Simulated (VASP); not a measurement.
# Ir in VASP: single point with PBE

Aim: the single point of Ir with PBE.

Program: VASP 6.6.1. These are calculated values, not measurements. Logs are shortened: lines on timing, memory, paths and dates and some standing lists are left out, and cuts for length are marked.

## Step 1: The cell of the first run

The cell holds a slab with vacuum, 12 atoms: a = 5.474 Å, b = 5.474 Å, c = 19.188 Å, α = 90.00°, β = 90.00°, γ = 90.00°.

## Step 2: Single point, PBE

INCAR

```
  PREC = Accurate
  ENCUT = 400
  EDIFF = 1E-6
  ISMEAR = 0
  SIGMA = 0.1
  LREAL = False
  LASPH = True
  NELM = 120
  ALGO = Normal
  ISIF = 2
  LWAVE = False
  LCHARG = True
  LDIPOL = True
  IDIPOL = 3
  DIPOL = 0.5 0.5 0.305
  GGA = PE
  LELF = True
  LVHAR = True
  LVACPOTAV = True
  NBANDS = 66
  GGA_COMPAT = False
  NELMDL = -8
```

KPOINTS

```
regular mesh
0
Gamma
  5 5 1
```

POSCAR

```
Ir
1.0
    5.4735201746      0.0000000000      0.0000000000
    0.0000000000      5.4735201746      0.0000000000
    0.0000000000      0.0000000000     19.1883372927
Ir
12
Direct
    0.2500000000      0.2500000000      0.2084599587
    0.2500000000      0.7500000000      0.2084599587
    0.7500000000      0.2500000000      0.2084599587
    0.7500000000      0.7500000000      0.2084599587
    0.0000000000      0.0000000000      0.3045662598
    0.0000000000      0.5000000000      0.3045662598
    0.5000000000      0.0000000000      0.3045662598
    0.5000000000      0.5000000000      0.3045662598
    0.2500000000      0.2500000000      0.4006776187
    0.2500000000      0.7500000000      0.4006776187
    0.7500000000      0.2500000000      0.4006776187
    0.7500000000      0.7500000000      0.4006776187
```

Potentials or basis: VASP PAW PBE potentials, release 64 (Ir).

Command:

```bash
$ cat potpaw_PBE.64/Ir/POTCAR > POTCAR
$ mpirun -np 1 vasp_std > vasp.out
```

OUTCAR:

```text
PREC = Accurate
   ENCUT = 400
   EDIFF = 1E-6
   ISMEAR = 0
   LREAL = False
   LASPH = True
   NELM = 120
   ISIF = 2
   GGA = PE
   NELMDL = -8

 ion  position               nearest neighbor table
   1  0.250  0.250  0.208-   5 2.67   6 2.67   7 2.67   8 2.67   2 2.74   3 2.74   2 2.74   3 2.74

   2  0.250  0.750  0.208-   5 2.67   6 2.67   7 2.67   8 2.67   1 2.74   4 2.74   1 2.74   4 2.74

   3  0.750  0.250  0.208-   5 2.67   6 2.67   7 2.67   8 2.67   1 2.74   4 2.74   4 2.74   1 2.74
[... 25 lines left out ...]
 A1 = (   5.4735201746,   0.0000000000,   0.0000000000)
 A2 = (   0.0000000000,   5.4735201746,   0.0000000000)
 A3 = (   0.0000000000,   0.0000000000,  19.1883372927)

Analysis of symmetry for initial positions (statically):
=====================================================================
 Subroutine PRICEL returns following result:

  LATTYP: Found a simple tetragonal cell.
 ALAT       =     2.7367600873
 C/A-ratio  =     7.0113333579

  Lattice vectors:

 A1 = (   2.7367600873,   0.0000000000,   0.0000000000)
 A2 = (   0.0000000000,   2.7367600873,   0.0000000000)
 A3 = (   0.0000000000,   0.0000000000,  19.1883372927)

   4 primitive cells build up your supercell.

 Routine SETGRP: Setting up the symmetry group for a
 simple tetragonal supercell.

 Subroutine GETGRP returns: Found 16 space group operations
 (whereof  8 operations were pure point group operations)
 out of a pool of 16 trial point group operations.

The static configuration has the point symmetry C_4v.
 The point group associated with its full space group is D_4h.

Analysis of symmetry for dynamics (positions and initial velocities):
=====================================================================
 Subroutine PRICEL returns following result:

  LATTYP: Found a simple tetragonal cell.
 ALAT       =     2.7367600873
 C/A-ratio  =     7.0113333579

  Lattice vectors:

 A1 = (   2.7367600873,   0.0000000000,   0.0000000000)
 A2 = (   0.0000000000,   2.7367600873,   0.0000000000)
 A3 = (   0.0000000000,   0.0000000000,  19.1883372927)

   4 primitive cells build up your supercell.

 Routine SETGRP: Setting up the symmetry group for a
 simple tetragonal supercell.

 Subroutine GETGRP returns: Found 16 space group operations
 (whereof  8 operations were pure point group operations)
 out of a pool of 16 trial point group operations.

[... 97 lines left out ...]
   EMIN   =  10.00;   EMAX   =-10.00  energy-range for DOS
   EFERMI =   0.00;   METHOD = LEGACY
   ISMEAR =     0;   SIGMA  =   0.10  broadening in eV -4-tet -1-fermi 0-gaus
   EFERMI_NEDOS =   21; number of points for ismear=-14 and -15
   IALGO  =     38    algorithm
   IMIX   =      4    mixing-type and parameters
     AMIX     =   0.40;   BMIX     =  1.00
     AMIX_MAG =   1.60;   BMIX_MAG =  1.00
  volume/ion in A,a.u.               =      47.91       323.29
  Fermi-wavevector in a.u.,A,eV,Ry     =   0.937618  1.771841 11.961250  0.879127
  Thomas-Fermi vector in A             =   2.064747
   LORBIT       =      0    0 simple, 1 ext, 2 COOP (PROOUT), +10 PAW based schemes
   GGA     = PE    functional components
   LHFCALC =     F    Hartree Fock is set to
   AEXX    =    0.0000 exact exchange contribution
   IVDW    =     0    specifies the selected vdW correction
   LEPSILON=     F    determine dielectric tensor
   LRPA    =     F    only Hartree local field effects (RPA)
 non-spin polarized calculation
 Gauss-broadening in eV      SIGMA  =   0.10
  energy-cutoff  :      400.00
  volume of cell :      574.87
 maximum number of plane-waves:     10476
 NGX is ok and might be reduce to    36
   NGX = 17   NGY = 17   NGZ = 63

 dipolmoment           0.000000      0.000000      0.002835 electrons x Angstroem

 number of electron     107.9999961 magnetization

 dipolmoment           0.000000      0.000000     -0.002471 electrons x Angstroem

 Free energy of the ion-electron system (eV)
  ---------------------------------------------------
  ext. energy  EPLUGINS =         0.00000000
  ---------------------------------------------------
  free energy    TOTEN  =       -95.67480355 eV

  energy without entropy =      -95.59557292  energy(sigma->0) =      -95.63518824

 E-fermi :  -0.7616     XC(G=0):  -5.1974

 val. band max:       -0.7786892720   @ k =   0.2000   0.0000   0.0000
 cond. band min:      -0.7328134392   @ k =   0.2000   0.0000   0.0000
 fundamental gap:      0.0458758328
 Fermi energy:        -0.7616290273

 k-point     1 :       0.0000    0.0000    0.0000
  band No.  band energies     occupation
      1     -10.5375      2.00000
      2      -8.0503      2.00000
      3      -8.0503      2.00000
      4      -7.9482      2.00000
      5      -7.7903      2.00000
      6      -7.6879      2.00000
[... 403 lines left out ...]
     65       0.2233      0.00000
     66       0.7247      0.00000

------------------------ aborting loop because EDIFF is reached ----------------------------------------

  FORCE on cell =-STRESS in cart. coord.  units (eV):
  Direction    XX          YY          ZZ          XY          YZ          ZX
  --------------------------------------------------------------------------------------
  -------------------------------------------------------------------------------------
  Total      -10.6613502    -10.6613502      0.6969174      0.0000000      0.0000000     -0.0000000
  in kB      -29.7133762    -29.7133762      1.9423213      0.0000000      0.0000000     -0.0000000
  external PRESSURE =     -19.1614770 kB  Pullay stress =       0.0000000 kB

 VOLUME and BASIS-vectors are now :
 -----------------------------------------------------------------------------
  energy-cutoff  :      400.00
  volume of cell :      574.87
      direct lattice vectors                 reciprocal lattice vectors
     5.473520175  0.000000000  0.000000000     0.182697783  0.000000000  0.000000000
     0.000000000  5.473520175  0.000000000     0.000000000  0.182697783  0.000000000
     0.000000000  0.000000000 19.188337293     0.000000000  0.000000000  0.052114990

 POSITION                                       TOTAL-FORCE (eV/Angst)
 -----------------------------------------------------------------------------------
      1.36838      1.36838      4.00000         0.000000      0.000000     -0.048484
      1.36838      4.10514      4.00000         0.000000      0.000000     -0.048484
      4.10514      1.36838      4.00000         0.000000     -0.000000     -0.048484
      4.10514      4.10514      4.00000         0.000000      0.000000     -0.048484
      0.00000      0.00000      5.84412        -0.000000      0.000000      0.000000
      0.00000      2.73676      5.84412        -0.000000      0.000000      0.000000
      2.73676      0.00000      5.84412        -0.000000      0.000000      0.000000
      2.73676      2.73676      5.84412        -0.000000      0.000000      0.000000
      1.36838      1.36838      7.68834        -0.000000     -0.000000      0.048484
      1.36838      4.10514      7.68834        -0.000000      0.000000      0.048484
      4.10514      1.36838      7.68834        -0.000000     -0.000000      0.048484
      4.10514      4.10514      7.68834        -0.000000      0.000000      0.048484
 -----------------------------------------------------------------------------------
    total drift:                                0.000000      0.000000     -0.286946

  FREE ENERGIE OF THE ION-ELECTRON SYSTEM (eV)
  ---------------------------------------------------
  free  energy   TOTEN  =       -95.6748035529 eV

  energy  without entropy=      -95.5955729181  energy(sigma->0) =      -95.63518824

 vacuum level on the upper side and lower side of the slab         4.591         4.606
```

Wall time 8.3 min (1 thread of Intel Xeon 8259CL, shared host); peak memory 0.41 GiB.

Results:

```
Free energy            : -95.6748 eV
Largest force          : 0.048 eV/Å
Band gap on the k mesh : zero (bands 54 and 55 overlap by 1.07 eV)
```

Forces on the atoms (eV/Å):
```
Ir   0.000  0.000 -0.048
Ir   0.000  0.000 -0.048
Ir   0.000  0.000 -0.048
Ir   0.000  0.000 -0.048
Ir   0.000  0.000  0.000
Ir   0.000  0.000  0.000
Ir   0.000  0.000  0.000
Ir   0.000  0.000  0.000
Ir   0.000  0.000  0.048
Ir   0.000  0.000  0.048
Ir   0.000  0.000  0.048
Ir   0.000  0.000  0.048
```

Caveat: spin-orbit coupling is left out, which moves the levels of the heavy elements.
